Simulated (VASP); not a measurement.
# FeHO (P4/nmm) in VASP: further runs, part 2 of 2

VASP 6.6.1. The steps go on from the part before.

## (4) Relaxation of cell and atoms, PBE, collinear spin, ferromagnetic start

Contents of INCAR:

```
  ALGO = Normal
  EDIFF = 1E-6
  EDIFFG = -0.04
  ENCUT = 600
  GGA = PE
  IBRION = 2
  ISIF = 3
  ISMEAR = 0
  ISPIN = 2
  LASPH = T
  LCHARG = F
  LMAXMIX = 4
  LORBIT = 11
  LREAL = F
  LWAVE = F
  MAGMOM = 4 4 0 0 0 0
  NELM = 150
  NSW = 90
  PREC = Accurate
  SIGMA = 0.1
```

Contents of KPOINTS:

```
k-points
0
Gamma
  6 6 4
```

Contents of POSCAR:

```
FeHO
1.0
    2.8924637900      0.0000000000      0.0000000000
    0.0000000000      2.8924637900      0.0000000000
    0.0000000000      0.0000000000      6.1235971900
Fe H O
2 2 2
Direct
    0.0000000000      0.5000000000      0.0839000000
    0.5000000000      0.0000000000      0.9161000000
    0.0000000000      0.5000000000      0.6503000300
    0.5000000000      0.0000000000      0.3496999700
    0.0000000000      0.5000000000      0.3300000100
    0.5000000000      0.0000000000      0.6699999900
```

Potentials or basis: VASP PAW PBE potentials, release 64 (Fe, H, O).

Run with:

```console
> cat potpaw_PBE.64/Fe/POTCAR potpaw_PBE.64/H/POTCAR potpaw_PBE.64/O/POTCAR > POTCAR
> mpirun -np 1 vasp_std > vasp.out
```

OUTCAR:

```text
EDIFF = 1E-6
   EDIFFG = -0.04
   ENCUT = 600
   GGA = PE
   IBRION = 2
   ISIF = 3
   ISMEAR = 0
   ISPIN = 2
   LASPH = T
   LORBIT = 11
   LREAL = F
   NELM = 150
   NSW = 90
   PREC = Accurate

 ion  position               nearest neighbor table
   1  0.000  0.500  0.084-   5 1.51   2 2.29   2 2.29   2 2.29   2 2.29
   2  0.500  0.000  0.916-   6 1.51   1 2.29   1 2.29   1 2.29   1 2.29
   3  0.000  0.500  0.650-
   4  0.500  0.000  0.350-
   5  0.000  0.500  0.330-   1 1.51
   6  0.500  0.000  0.670-   2 1.51

  LATTYP: Found a simple tetragonal cell.
 ALAT       =     2.8924637900
 C/A-ratio  =     2.1170868970

  Lattice vectors:

 A1 = (   2.8924637900,   0.0000000000,   0.0000000000)
 A2 = (   0.0000000000,   2.8924637900,   0.0000000000)
 A3 = (   0.0000000000,   0.0000000000,   6.1235971900)

Analysis of symmetry for initial positions (statically):
[... 1674 lines left out ...]

  energy without entropy =      -34.52391133  energy(sigma->0) =      -34.53339510

 E-fermi :   3.0757     XC(G=0): -11.1749

 val. band max:        3.0620365514   @ k =   0.3333   0.0000   0.5000
 cond. band min:       3.0845805574   @ k =   0.3333   0.0000   0.0000
 fundamental gap:      0.0225440060
 Fermi energy:         3.0756943320

 spin component 1

 k-point     1 :       0.0000    0.0000    0.0000
  band No.  band energies     occupation
      1     -17.6231      1.00000
      2     -16.2216      1.00000
      3      -6.2750      1.00000
      4      -4.4787      1.00000
      5      -2.5555      1.00000
      6      -0.8456      1.00000
[... 1276 lines left out ...]
  FREE ENERGIE OF THE ION-ELECTRON SYSTEM (eV)
  ---------------------------------------------------
  free  energy   TOTEN  =       -34.5428788616 eV

  energy  without entropy=      -34.5239113285  energy(sigma->0) =      -34.53339510

 reached required accuracy - stopping structural energy minimisation

 total charge

# of ion       s       p       d       tot
------------------------------------------
    1        0.501   0.592   6.289   7.382
    2        0.501   0.592   6.289   7.382
    3        0.576   0.128   0.000   0.704
    4        0.576   0.128   0.000   0.704
    5        1.557   3.549   0.000   5.105
    6        1.557   3.549   0.000   5.105
--------------------------------------------------
tot          5.269   8.536  12.579  26.384

 magnetization (x)

# of ion       s       p       d       tot
------------------------------------------
    1        0.000   0.000  -0.001  -0.001
    2        0.000   0.000  -0.001  -0.001
    3       -0.000  -0.000   0.000  -0.000
    4       -0.000  -0.000   0.000  -0.000
    5       -0.000   0.000   0.000   0.000
    6       -0.000   0.000   0.000   0.000
--------------------------------------------------
tot         -0.000   0.000  -0.001  -0.001
```

OSZICAR:

```text
N       E                     dE             d eps       ncg     rms          rms(c)
DAV:   1     0.278909520653E+03    0.27891E+03   -0.15692E+04  2760   0.169E+03
DAV:   2     0.308422688909E+01   -0.27583E+03   -0.25141E+03  2984   0.359E+02
DAV:   3    -0.319409083568E+02   -0.35025E+02   -0.32999E+02  3103   0.144E+02
[... 449 lines left out ...]
DAV:   2    -0.345428965700E+02    0.99399E-04   -0.56150E-04  3600   0.311E-01    0.335E-02
DAV:   3    -0.345429065557E+02   -0.99857E-05   -0.12084E-04  3824   0.239E-01    0.461E-02
DAV:   4    -0.345428808263E+02    0.25729E-04   -0.38363E-05  3982   0.139E-01    0.107E-02
DAV:   5    -0.345428789817E+02    0.18446E-05   -0.78791E-06  2760   0.222E-02    0.328E-03
DAV:   6    -0.345428788616E+02    0.12014E-06   -0.28180E-07  1380   0.855E-03
  37 F= -.34542879E+02 E0= -.34533395E+02  d E =-.201018E-03  mag=    -0.0014
```

CONTCAR:

```text
FeHO
   1.00000000000000
     2.7263742835641014    0.0000000000000000    0.0000000000000000
    -0.0000000000000000    2.7263742835641014    0.0000000000000000
    -0.0000000000000000   -0.0000000000000000    6.8934693199711976
  Fe              H               O
     2     2     2
Direct
     0.0000000000000000    0.5000000000000000    0.0951150726573991
     0.5000000000000000    0.0000000000000000    0.9048849273426010
     0.0000000000000000    0.5000000000000000    0.4887074735546408
     0.5000000000000000    1.0000000000000000    0.5112925264453592
     0.0000000000000000    0.5000000000000000    0.3463740126277290
     0.5000000000000000    1.0000000000000000    0.6536259873722707

  0.00000000E+00  0.00000000E+00  0.00000000E+00
  0.00000000E+00  0.00000000E+00  0.00000000E+00
  0.00000000E+00  0.00000000E+00  0.00000000E+00
  0.00000000E+00  0.00000000E+00  0.00000000E+00
  0.00000000E+00  0.00000000E+00  0.00000000E+00
  0.00000000E+00  0.00000000E+00  0.00000000E+00
```

Wall time 16 min (1 thread of Intel Xeon 6975P-C (Granite Rapids), shared host); peak memory 0.25 GiB.

What came out:

```yaml
Free_energy: -34.5429 eV
Relaxed_volume: 8.54 Å³/atom
Relaxed_cell: a = 2.726 Å, b = 2.726 Å, c = 6.893 Å, α = 90.00°, β = 90.00°, γ = 90.00°
Space_group_after_relaxing_to_0.1_Å: P4/nmm (No. 129)
Pressure_after_relaxing: -0.2 GPa
Largest_force_after_relaxing: 0.040 eV/Å
Band_gap_on_the_k_mesh: zero (filled and empty bands overlap)
Net_moment: 0.00 μB per cell
Valence_electrons_inside_the_program's_atomic_spheres: Fe 7.38; H 0.70; O 5.11
```

Forces in eV/Å, atoms in the order of the input:
```
Fe   0.000  0.000  0.040
Fe   0.000  0.000 -0.040
H    0.000  0.000  0.021
H    0.000  0.000 -0.021
O    0.000  0.000  0.012
O    0.000  0.000 -0.012
```

Final structure:
```
Fe H O
1.0
     2.72637    0.00000    0.00000
     0.00000    2.72637    0.00000
     0.00000    0.00000    6.89347
Fe H O
2 2 2
Direct
  0.00000 0.50000 0.09512
  0.50000 0.00000 0.90489
  0.00000 0.50000 0.48871
  0.50000 0.00000 0.51129
  0.00000 0.50000 0.34637
  0.50000 0.00000 0.65363
```

Caveat: the k points lie up to 0.38 Å⁻¹ apart in the final cell, too coarse for converged energies and pressures of a metal; the moments typed at the start vanished in this run.

The gap in the log of VASP goes by the Fermi energy; the results here count the filled bands.